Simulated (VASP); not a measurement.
Input of a VASP 6.6.1 run:

The input INCAR:

```
SYSTEM = Mo
PREC = Accurate
ENCUT = 520
EDIFF = 1E-7
ISMEAR = -1
SIGMA = 0.08
LREAL = .FALSE.
LASPH = .TRUE.
NELM = 80
ALGO = Normal
ISIF = 2
LWAVE = .FALSE.
LCHARG = .TRUE.
LELF = .TRUE.
LVHAR = .TRUE.
NBANDS = 13
```

Contents of KPOINTS:

```
Automatic mesh
0
G
  19 19 19
  0 0 0
```

Contents of POSCAR:

```
Mo
1.0
   -1.5556016689      1.5556016689      1.5556016689
    1.5556016689     -1.5556016689      1.5556016689
    1.5556016689      1.5556016689     -1.5556016689
Mo
1
Direct
    0.0000000000      0.0000000000      0.0000000000
```

Potentials or basis: VASP PAW LDA potentials, release 64 (Mo_sv).

Run with:

```console
$ cat potpaw_LDA.64/Mo_sv/POTCAR > POTCAR
$ mpirun -np 1 vasp_std > vasp.out
```

(1) Estimate the band gap on the k mesh.

(2) Predict the pressure.

Results:

(1) zero (band 7 reaches 17.11 eV, above the bottom of band 8 at 11.63 eV).

(2) 1.2 GPa.
